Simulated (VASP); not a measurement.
# MgS in VASP: notebook

MgS is run at these levels: PBE; tasks: single point.

Program: VASP 6.6.1. These are calculated values, not measurements. Logs are shortened: lines on timing, memory, paths and dates and some standing lists are left out, and cuts for length are marked.

## (1) The cell of the first run

Symmetry: Fm-3m, No. 225, cubic system. Conventional cell: a = 5.047 Å, b = 5.047 Å, c = 5.047 Å, α = 90.00°, β = 90.00°, γ = 90.00°. Within 3.3 Å of Mg (site symmetry m-3m) lie 6 S at 2.52 Å. S (site symmetry m-3m) has 6 Mg at 2.52 Å within 3.3 Å.

## (2) Single point, PBE (strain -0.030 along x and y, -0.030 along z)

INCAR

```
ALGO = Normal
EDIFF = 1E-7
ENCUT = 520
GGA = PE
ISIF = 2
ISMEAR = 0
LASPH = True
LCHARG = False
LREAL = False
LWAVE = False
NBANDS = 11
NELM = 60
PREC = Accurate
SIGMA = 0.05
```

KPOINTS

```
k-points
0
Gamma
  8 8 8
```

POSCAR

```
MgS
1.0
    0.0000000000      2.5236005000      2.5236005000
    2.5236005000      0.0000000000      2.5236005000
    2.5236005000      2.5236005000      0.0000000000
Mg S
1 1
Direct
    0.0000000000      0.0000000000      0.0000000000
    0.5000000000      0.5000000000      0.5000000000
```

Potentials or basis: VASP PAW PBE potentials, release 64 (Mg, S).

Started as:

```bash
$ cat potpaw_PBE.64/Mg/POTCAR potpaw_PBE.64/S/POTCAR > POTCAR
$ mpirun -np 1 vasp_std > vasp.out
```

OUTCAR:

```text
EDIFF = 1E-7
   ENCUT = 520
   GGA = PE
   ISIF = 2
   ISMEAR = 0
   LASPH = True
   LREAL = False
   NELM = 60
   PREC = Accurate

 ion  position               nearest neighbor table
   1  0.000  0.000  0.000-   2 2.52   2 2.52   2 2.52   2 2.52   2 2.52   2 2.52
   2  0.500  0.500  0.500-   1 2.52   1 2.52   1 2.52   1 2.52   1 2.52   1 2.52

  LATTYP: Found a face centered cubic cell.
 ALAT       =     5.0472010000

  Lattice vectors:

 A1 = (   0.0000000000,   2.5236005000,   2.5236005000)
 A2 = (   2.5236005000,   0.0000000000,   2.5236005000)
 A3 = (   2.5236005000,   2.5236005000,   0.0000000000)

Analysis of symmetry for initial positions (statically):
=====================================================================
 Subroutine PRICEL returns:
 Original cell was already a primitive cell.

 Routine SETGRP: Setting up the symmetry group for a
 face centered cubic supercell.

 Subroutine GETGRP returns: Found 48 space group operations
 (whereof 48 operations were pure point group operations)
 out of a pool of 48 trial point group operations.

The static configuration has the point symmetry O_h .

Analysis of symmetry for dynamics (positions and initial velocities):
=====================================================================
 Subroutine PRICEL returns:
 Original cell was already a primitive cell.

 Routine SETGRP: Setting up the symmetry group for a
 face centered cubic supercell.

 Subroutine GETGRP returns: Found 48 space group operations
 (whereof 48 operations were pure point group operations)
 out of a pool of 48 trial point group operations.

The dynamic configuration has the point symmetry O_h .

 Subroutine INISYM returns: Found 48 space group operations
 (whereof 48 operations are pure point group operations),
 and found     1 'primitive' translations

----------------------------------------------------------------------------------------

                                     Primitive cell

  volume of cell :      32.1434

  direct lattice vectors                    reciprocal lattice vectors
     0.000000000  2.523600500  2.523600500    -0.198129617  0.198129617  0.198129617
     2.523600500  0.000000000  2.523600500     0.198129617 -0.198129617  0.198129617
     2.523600500  2.523600500  0.000000000     0.198129617  0.198129617 -0.198129617

  length of vectors
     3.568910053  3.568910053  3.568910053     0.343170563  0.343170563  0.343170563

  position of ions in fractional coordinates (direct lattice)
     0.000000000  0.000000000  0.000000000
     0.500000000  0.500000000  0.500000000

  ion indices of the primitive-cell ions
   primitive index   ion index
                 1           1
                 2           2

----------------------------------------------------------------------------------------

 KPOINTS: k-points

Automatic generation of k-mesh.
 Grid dimensions read from file:
 generate k-points for:    8    8    8

 Generating k-lattice:

  Cartesian coordinates                     Fractional coordinates (reciprocal lattice)
    -0.024766202  0.024766202  0.024766202     0.125000000  0.000000000  0.000000000
     0.024766202 -0.024766202  0.024766202     0.000000000  0.125000000  0.000000000
     0.024766202  0.024766202 -0.024766202     0.000000000  0.000000000  0.125000000

  Length of vectors
     0.042896320  0.042896320  0.042896320

  Shift w.r.t. Gamma in fractional coordinates (k-lattice)
     0.000000000  0.000000000  0.000000000

 Subroutine IBZKPT returns following result:
 ===========================================

 Found     29 irreducible k-points:

 Following reciprocal coordinates:
            Coordinates               Weight
  0.000000  0.000000  0.000000      1.000000
  0.125000  0.000000  0.000000      8.000000
  0.250000  0.000000  0.000000      8.000000
  0.375000  0.000000  0.000000      8.000000
  0.500000  0.000000  0.000000      4.000000
  0.125000  0.125000  0.000000      6.000000
[... 16 lines left out ...]
  0.500000  0.250000  0.125000     48.000000
 -0.375000  0.250000  0.125000     24.000000
 [... further k-points ...]
   k-points           NKPTS =     29   k-points in BZ     NKDIM =     29   number of bands    NBANDS=     11
   number of dos      NEDOS =    301   number of ions     NIONS =      2
   total plane-waves  NPLWV =  21952
   dimension x,y,z NGX =    28 NGY =   28 NGZ =   28
   dimension x,y,z NGXF=    56 NGYF=   56 NGZF=   56
   ions per type =               1   1
   NGX,Y,Z   is equivalent  to a cutoff of  13.04, 13.04, 13.04 a.u.
   NGXF,Y,Z  is equivalent  to a cutoff of  26.09, 26.09, 26.09 a.u.
 SYSTEM =  unknown system
   PREC   = accura    normal or accurate (medium, high low for compatibility)
   ISTART =      0    job   : 0-new  1-cont  2-samecut
   ICHARG =      2    charge: 1-file 2-atom 10-const
   ISPIN  =      1    spin polarized calculation?
   LNONCOLLINEAR =      F non collinear calculations
   LSORBIT =      F    spin-orbit coupling
   LASPH  =      T    aspherical Exc in radial PAW
   ENCUT  =  520.0 eV  38.22 Ry    6.18 a.u.   6.64  6.64  6.64*2*pi/ulx,y,z
   NELM   =     60;   NELMIN=  2; NELMDL= -5     # of ELM steps
   EDIFF  = 0.1E-06   stopping-criterion for ELM
   LREAL  =      F    real-space projection
   EDIFFG = 0.1E-05   stopping-criterion for IOM
   NSW    =      0    number of steps for IOM
   IBRION =     -1    ionic relax: 0-MD 1-quasi-New 2-CG
   NFREE  =      0    steps in history (QN), initial steepest desc. (CG)
   ISIF   =      2    stress and relaxation
   ISYM   =      2    0-nonsym 1-usesym 2-fastsym
   POTIM  = 0.5000    time-step for ionic-motion
   TEBEG  =    0.0;   TEEND  =   0.0 temperature during run
   PSTRESS=    0.0 pullay stress
   NELECT =       8.0000    total number of electrons
   NUPDOWN=      -1.0000    fix difference up-down
   EMIN   =  10.00;   EMAX   =-10.00  energy-range for DOS
   EFERMI =   0.00;   METHOD = LEGACY
   ISMEAR =     0;   SIGMA  =   0.05  broadening in eV -4-tet -1-fermi 0-gaus
   EFERMI_NEDOS =   21; number of points for ismear=-14 and -15
   IALGO  =     38    algorithm
   IMIX   =      4    mixing-type and parameters
     AMIX     =   0.40;   BMIX     =  1.00
     AMIX_MAG =   1.60;   BMIX_MAG =  1.00
  volume/ion in A,a.u.               =      16.07       108.46
  Fermi-wavevector in a.u.,A,eV,Ry     =   1.029772  1.945986 14.428019  1.060429
  Thomas-Fermi vector in A             =   2.163836
   LORBIT       =      0    0 simple, 1 ext, 2 COOP (PROOUT), +10 PAW based schemes
   GGA     = PE    functional components
   LHFCALC =     F    Hartree Fock is set to
   AEXX    =    0.0000 exact exchange contribution
   IVDW    =     0    specifies the selected vdW correction
   LEPSILON=     F    determine dielectric tensor
   LRPA    =     F    only Hartree local field effects (RPA)
 non-spin polarized calculation
 Gauss-broadening in eV      SIGMA  =   0.05
  energy-cutoff  :      520.00
  volume of cell :       32.14
 maximum number of plane-waves:       893
   NGX = 13   NGY = 13   NGZ = 13

 number of electron       8.0000001 magnetization

 Free energy of the ion-electron system (eV)
  ---------------------------------------------------
  ext. energy  EPLUGINS =         0.00000000
  ---------------------------------------------------
  free energy    TOTEN  =        -8.40811449 eV

  energy without entropy =       -8.40811449  energy(sigma->0) =       -8.40811449

 E-fermi :   4.8539     XC(G=0): -10.0712

 val. band max:        4.5831000019   @ k =   0.0000   0.0000   0.0000
 cond. band min:       7.5517854692   @ k =   0.5000   0.5000   0.0000
 fundamental gap:      2.9686854673
 Fermi energy:         4.8538594743

 k-point     1 :       0.0000    0.0000    0.0000
  band No.  band energies     occupation
      1      -8.6389      2.00000
      2       4.5831      2.00000
      3       4.5831      2.00000
      4       4.5831      2.00000
      5       9.0591      0.00000
      6      12.4609      0.00000
      7      12.4609      0.00000
      8      12.4609      0.00000
      9      15.0224      0.00000
     10      15.0224      0.00000
     11      17.3238      0.00000

 k-point     2 :       0.1250    0.0000    0.0000
  band No.  band energies     occupation
      1      -8.4650      2.00000
      2       3.4722      2.00000
      3       4.4607      2.00000
      4       4.4607      2.00000
      5       9.8004      0.00000
      6      12.2423      0.00000
      7      12.7538      0.00000
      8      12.7538      0.00000
      9      14.4520      0.00000
     10      14.4520      0.00000
     11      17.9471      0.00000

 k-point     3 :       0.2500    0.0000    0.0000
  band No.  band energies     occupation
      1      -7.9889      2.00000
      2       1.5399      2.00000
      3       4.1969      2.00000
      4       4.1969      2.00000
      5       9.8563      0.00000
      6      12.4877      0.00000
      7      12.4877      0.00000
      8      13.4531      0.00000
      9      15.0327      0.00000
     10      15.0327      0.00000
     11      17.1142      0.00000

 k-point     4 :       0.3750    0.0000    0.0000
  band No.  band energies     occupation
      1      -7.3923      2.00000
      2      -0.0863      2.00000
      3       3.9674      2.00000
      4       3.9674      2.00000
      5       9.4246      0.00000
      6      11.8363      0.00000
      7      11.8363      0.00000
      8      15.3625      0.00000
      9      16.6198      0.00000
     10      17.1107      0.00000
     11      17.1107      0.00000
[... 239 lines left out ...]
 k-point    22 :       0.3750    0.2500    0.1250
  band No.  band energies     occupation
      1      -7.6120      2.00000
      2       1.2551      2.00000
      3       2.9134      2.00000
      4       3.7934      2.00000
      5      10.7703      0.00000
      6      10.9964      0.00000
      7      12.0093      0.00000
      8      14.2112      0.00000
      9      14.9198      0.00000
     10      17.9823      0.00000
     11      20.2433      0.00000

 k-point    23 :       0.5000    0.2500    0.1250
  band No.  band energies     occupation
      1      -7.1018      2.00000
      2       0.2779      2.00000
      3       2.3154      2.00000
      4       3.4379      2.00000
      5      10.4299      0.00000
      6      11.1545      0.00000
      7      12.6077      0.00000
      8      14.0122      0.00000
      9      16.7075      0.00000
     10      19.4767      0.00000
     11      20.1999      0.00000

 k-point    24 :      -0.3750    0.2500    0.1250
  band No.  band energies     occupation
      1      -6.8508      2.00000
      2      -0.1908      2.00000
      3       2.1601      2.00000
      4       3.2592      2.00000
      5      10.3614      0.00000
      6      10.8752      0.00000
      7      13.2893      0.00000
      8      14.4431      0.00000
      9      17.2494      0.00000
     10      18.7160      0.00000
     11      20.7104      0.00000

 [... further k-points ...]
[... 5 lines left out ...]
  --------------------------------------------------------------------------------------
  -------------------------------------------------------------------------------------
  Total        1.9002752      1.9002752      1.9002752     -0.0000000     -0.0000000      0.0000000
  in kB       94.7186018     94.7186018     94.7186018     -0.0000000     -0.0000000      0.0000000
  external PRESSURE =      94.7186018 kB  Pullay stress =       0.0000000 kB

 VOLUME and BASIS-vectors are now :
 -----------------------------------------------------------------------------
  energy-cutoff  :      520.00
  volume of cell :       32.14
      direct lattice vectors                 reciprocal lattice vectors
     0.000000000  2.523600500  2.523600500    -0.198129617  0.198129617  0.198129617
     2.523600500  0.000000000  2.523600500     0.198129617 -0.198129617  0.198129617
     2.523600500  2.523600500  0.000000000     0.198129617  0.198129617 -0.198129617

 POSITION                                       TOTAL-FORCE (eV/Angst)
 -----------------------------------------------------------------------------------
      0.00000      0.00000      0.00000        -0.000000     -0.000000     -0.000000
      2.52360      2.52360      2.52360         0.000000      0.000000      0.000000
 -----------------------------------------------------------------------------------
    total drift:                                0.000000      0.000000      0.000000

  FREE ENERGIE OF THE ION-ELECTRON SYSTEM (eV)
  ---------------------------------------------------
  free  energy   TOTEN  =        -8.4081144861 eV

  energy  without entropy=       -8.4081144861  energy(sigma->0) =       -8.40811449
```

Run time: 14 s. Hardware: 1 thread of Intel Xeon 8259CL, shared host; peak memory 0.16 GiB.

What came out:

```yaml
Free_energy: -8.4081 eV
Pressure: 9.5 GPa
Band_gap_on_the_k_mesh: 2.97 eV, indirect (least direct gap 4.48 eV)
```

Caveat: the cell differs from its parent crystal (strain -0.030 along x and y, -0.030 along z).

## (3) Single point, PBE (strain -0.015 along x and y, -0.030 along z)

INCAR

```
  ALGO = Normal
  EDIFF = 1E-6
  ENCUT = 520
  GGA = PE
  ISIF = 2
  ISMEAR = 0
  LASPH = T
  LCHARG = F
  LREAL = F
  LWAVE = F
  NBANDS = 11
  NELM = 60
  PREC = Accurate
  SIGMA = 0.05
```

KPOINTS is that of step 2.

POSCAR

```
MgS
1.0
    0.0000000000      2.5626252500      2.5236005000
    2.5626252500      0.0000000000      2.5236005000
    2.5626252500      2.5626252500      0.0000000000
Mg S
1 1
Direct
    0.0000000000      0.0000000000      0.0000000000
    0.5000000000      0.5000000000      0.5000000000
```

Potentials or basis: VASP PAW PBE potentials, release 64 (Mg, S).

Started as:

```bash
$ cat potpaw_PBE.64/Mg/POTCAR potpaw_PBE.64/S/POTCAR > POTCAR
$ mpirun -np 1 vasp_std > vasp.out
```

OUTCAR:

```text
EDIFF = 1E-6
   ENCUT = 520
   GGA = PE
   ISIF = 2
   ISMEAR = 0
   LASPH = T
   LREAL = F
   NELM = 60
   PREC = Accurate

 ion  position               nearest neighbor table
   1  0.000  0.000  0.000-   2 2.52   2 2.52   2 2.56   2 2.56   2 2.56   2 2.56
   2  0.500  0.500  0.500-   1 2.52   1 2.52   1 2.56   1 2.56   1 2.56   1 2.56

  LATTYP: Found a body centered tetragonal cell.
 ALAT       =     3.6240993838
 C/A-ratio  =     1.3926773152

  Lattice vectors:

 A1 = (   0.0000000000,  -2.5626252500,  -2.5236005000)
[... 514 lines left out ...]
      7      12.5028      0.00000
      8      12.8693      0.00000
      9      16.1268      0.00000
     10      17.2793      0.00000
     11      17.5761      0.00000

 [... further k-points ...]
[... 5 lines left out ...]
  --------------------------------------------------------------------------------------
  -------------------------------------------------------------------------------------
  Total        1.1426236      1.1426236      1.6121429      0.0000000      0.0000000     -0.0000000
  in kB       55.2322791     55.2322791     77.9279603      0.0000000      0.0000000     -0.0000000
  external PRESSURE =      62.7975062 kB  Pullay stress =       0.0000000 kB

 VOLUME and BASIS-vectors are now :
 -----------------------------------------------------------------------------
  energy-cutoff  :      520.00
  volume of cell :       33.15
      direct lattice vectors                 reciprocal lattice vectors
     0.000000000  2.562625250  2.523600500    -0.195112415  0.195112415  0.198129617
     2.562625250  0.000000000  2.523600500     0.195112415 -0.195112415  0.198129617
     2.562625250  2.562625250  0.000000000     0.195112415  0.195112415 -0.198129617

 POSITION                                       TOTAL-FORCE (eV/Angst)
 -----------------------------------------------------------------------------------
      0.00000      0.00000      0.00000         0.000000      0.000000      0.000000
      2.56263      2.56263      2.52360        -0.000000     -0.000000      0.000000
 -----------------------------------------------------------------------------------
    total drift:                                0.000000      0.000000      0.000000

  FREE ENERGIE OF THE ION-ELECTRON SYSTEM (eV)
  ---------------------------------------------------
  free  energy   TOTEN  =        -8.4548254101 eV

  energy  without entropy=       -8.4548254101  energy(sigma->0) =       -8.45482541
```

OSZICAR:

```text
N       E                     dE             d eps       ncg     rms          rms(c)
DAV:   1     0.212201410426E+02    0.21220E+02   -0.36716E+03  1354   0.601E+02
DAV:   2    -0.753045962758E+01   -0.28751E+02   -0.27268E+02  1664   0.101E+02
DAV:   3    -0.883187011558E+01   -0.13014E+01   -0.12994E+01  1619   0.223E+01
DAV:   4    -0.883918848488E+01   -0.73184E-02   -0.73179E-02  1539   0.199E+00
DAV:   5    -0.883924402593E+01   -0.55541E-04   -0.55541E-04  1651   0.170E-01    0.470E+00
DAV:   6    -0.849434873742E+01    0.34490E+00   -0.70888E-01  1478   0.342E+00    0.370E+00
DAV:   7    -0.845464249212E+01    0.39706E-01   -0.21879E-01  1573   0.207E+00    0.239E+00
DAV:   8    -0.845505276199E+01   -0.41027E-03   -0.13462E-02  1451   0.703E-01    0.103E+00
DAV:   9    -0.845481391113E+01    0.23885E-03   -0.70056E-04  1527   0.156E-01    0.342E-01
DAV:  10    -0.845482848041E+01   -0.14569E-04   -0.18886E-04  1518   0.641E-02    0.387E-02
DAV:  11    -0.845482549286E+01    0.29876E-05   -0.19332E-05  1541   0.198E-02    0.176E-02
DAV:  12    -0.845482541008E+01    0.82782E-07   -0.60974E-07   936   0.496E-03
   1 F= -.84548254E+01 E0= -.84548254E+01  d E =-.389678E-13
```

stdout:

```text
POSCAR found type information on POSCAR MgS
 POSCAR found :  2 types and       2 ions
 scaLAPACK will be used
 LDA part: xc-table for (Slater+PW92), standard interpolation
 POSCAR, INCAR and KPOINTS ok, starting setup
 FFT: planning ... GRIDC
 FFT: planning ... GRID_SOFT
 FFT: planning ... GRID
 WAVECAR not read
 entering main loop
```

It took 30 s on 1 thread of Intel Xeon 8259CL, shared host; peak memory 0.17 GiB.

What came out:

```
Free energy            : -8.4548 eV
Pressure               : 6.3 GPa
Band gap on the k mesh : 2.83 eV, indirect (least direct gap 4.19 eV)
```

Stress tensor (GPa, compression positive):
```
5.52 0.00 0.00
0.00 5.52 0.00
0.00 0.00 7.79
```

Caveat: the cell differs from its parent crystal (strain -0.015 along x and y, -0.030 along z). A k mesh can miss the band edges.

## (4) Single point, PBE (strain +0.000 along x and y, -0.030 along z)

INCAR

```
SYSTEM = MgS
  PREC = Accurate
  ENCUT = 520
  EDIFF = 1E-7
  ISMEAR = 0
  SIGMA = 0.05
  LREAL = .FALSE.
  LASPH = .TRUE.
  NELM = 100
  ALGO = Normal
  ISIF = 2
  LWAVE = .FALSE.
  LCHARG = .FALSE.
  GGA = PE
  NBANDS = 11
```

KPOINTS

```
regular mesh
0
G
  8 8 8
  0 0 0
```

POSCAR

```
MgS
1.0
    0.0000000000      2.6016500000      2.5236005000
    2.6016500000      0.0000000000      2.5236005000
    2.6016500000      2.6016500000      0.0000000000
Mg S
1 1
Direct
    0.0000000000      0.0000000000      0.0000000000
    0.5000000000      0.5000000000      0.5000000000
```

Started as:

```bash
$ cat potpaw_PBE.64/Mg/POTCAR potpaw_PBE.64/S/POTCAR > POTCAR
$ mpirun -np 1 vasp_std > vasp.out
```

It took 29 s on 1 thread of Intel Xeon 8259CL, shared host; peak memory 0.17 GiB.

It converged, with:

- Free energy: -8.4794 eV
- Pressure: 3.6 GPa
- Band gap on the k mesh: 2.70 eV, indirect (least direct gap 3.91 eV)

Stress tensor (GPa, compression positive):
```
2.25 0.00 0.00
0.00 2.25 0.00
0.00 0.00 6.20
```

Levels at points of the mesh, in eV from the valence-band top:
```tsv
k point	band 1	band 2	band 3	band 4	band 5	band 6	band 7	band 8
(0.00, 0.00, 0.00)	-12.89	-0.14	0.00	0.00	3.91	7.79	7.79	8.11
(0.50, 0.00, 0.00)	-11.51	-5.04	-0.72	-0.63	4.53	6.73	7.09	10.41
(0.50, 0.50, 0.00)	-11.03	-4.37	-1.89	-1.89	2.70	4.18	12.47	12.92
(0.50, 0.00, 0.50)	-11.15	-4.41	-1.88	-1.62	2.86	4.30	12.15	12.81
```

Caveat: the cell differs from its parent crystal (strain +0.000 along x and y, -0.030 along z). A k mesh can miss the band edges.

## (5) The runs side by side

| cell | gap on the mesh (eV) | pressure (GPa) |
| --- | --- | --- |
| a = 3.569 Å, angles 60.0°, 2 atoms | 2.97 | 9.5 |
| a = 3.597, b = 3.597, c = 3.624 Å, angles 59.7, 59.7, 60.5°, 2 atoms | 2.83 | 6.3 |
| a = 3.625, b = 3.625, c = 3.679 Å, angles 59.5, 59.5, 61.0°, 2 atoms | 2.70 | 3.6 |

Alike in all rows: task single point; level PBE; potentials or basis VASP PAW PBE potentials, release 64 (Mg, S); no spin polarisation; k mesh 8 × 8 × 8; cutoff (eV) 520; smearing gaussian 0.05 eV.

Total energies depend on the potentials used, so only differences within one code and one set of settings carry meaning.
